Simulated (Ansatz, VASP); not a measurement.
# Two plane-wave programs on Ga

INCAR

```
PREC = Accurate
ENCUT = 600
EDIFF = 1E-6
ISMEAR = -1
SIGMA = 0.05
LREAL = F
LASPH = T
NELM = 100
ALGO = Normal
ISIF = 3
LWAVE = F
LCHARG = F
GGA = PS
IBRION = 2
NSW = 100
EDIFFG = -0.005
```

Contents of KPOINTS:

```
Automatic mesh
0
Gamma
  12 12 10
```

The input POSCAR:

```
Ga
1.0
    1.4500000000     -4.0650000000      0.0000000000
    1.4500000000      4.0650000000      0.0000000000
    0.0000000000      0.0000000000      3.1700000000
Ga
2
Direct
    0.8670000000      0.1330000000      0.2500000000
    0.1330000000      0.8670000000      0.7500000000
```

Input for Ansatz:

```yaml
crystal:
  lattice:
    - [1.45, -4.065, 0.0]
    - [1.45, 4.065, 0.0]
    - [0.0, 0.0, 3.17]
  atoms:
    - { symbol: Ga, position: [0.867, 0.133, 0.25] }
    - { symbol: Ga, position: [0.133, 0.867, 0.75] }
kpoints:
  mp_grid: { grid: [12, 12, 10] }
scf:
  occupations: { method: fermi_dirac, width: 0.05 }
hamiltonian:
  xc: pbesol
  pseudopotentials: { kind: paw }
output:
  forces: true
  stress: true
  efg: { contact_densities: true }
  write_density: true
  write_potential: true
  elf: true
  volumetric_format: npy
relax:
  f_tol: 0.005
  max_steps: 80
  cell: {}
```

Alike in both runs: task relaxation of cell and atoms; functional PBEsol; k mesh 12 × 12 × 10; occupations fermi-dirac, width 0.05 eV; no spin polarisation.

|  | VASP | Ansatz |
| --- | --- | --- |
| version | VASP 6.6.1 | Ansatz 0.2.0 |
| potentials or method | VASP PAW PBE potentials, release 64 (Ga_d) | PAW with Ansatz's default frozen-core files, scalar-relativistic |
| plane-wave cutoff (eV) | 600 | 420 |
| valence electrons in the cell | 26 | 26 |

```tsv
	VASP	Ansatz	Ansatz less VASP
relaxed volume (Å³/atom)	17.92	17.90	-0.020
relaxed cell length with the largest relative difference (Å)	4.350	4.346	-0.0032
```

VASP's potentials were made for PBE, not for PBEsol.
